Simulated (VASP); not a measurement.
Here is a VASP 6.6.1 calculation.

INCAR

```
PREC = Accurate
ENCUT = 600
EDIFF = 1E-6
ISMEAR = -1
SIGMA = 0.1
LREAL = False
LASPH = True
NELM = 120
ALGO = Normal
ISIF = 2
LWAVE = False
LCHARG = True
GGA = RE
LELF = True
LVHAR = True
NBANDS = 14
GGA_COMPAT = False
```

KPOINTS

```
Automatic mesh
0
Gamma
  11 11 11
```

The input POSCAR:

```
HfC
1.0
    0.0000000000      2.3250000000      2.3250000000
    2.3250000000      0.0000000000      2.3250000000
    2.3250000000      2.3250000000      0.0000000000
Hf C
1 1
Direct
    0.5000000000      0.5000000000      0.5000000000
    0.0000000000      0.0000000000      0.0000000000
```

Potentials or basis: VASP PAW PBE potentials, release 64 (Hf_pv, C).

Run with:

```sh
$ cat potpaw_PBE.64/Hf_pv/POTCAR potpaw_PBE.64/C/POTCAR > POTCAR
$ mpirun -np 1 vasp_std > vasp.out
```

Estimate the band gap on the k mesh.

zero (bands 7 and 8 overlap by 1.42 eV).

Estimate the pressure.

2.4 GPa.

Caveat: the PAW data sets were made with another functional, which shifts forces and pressure a little; spin-orbit coupling is left out, which moves the levels of the heavy elements.
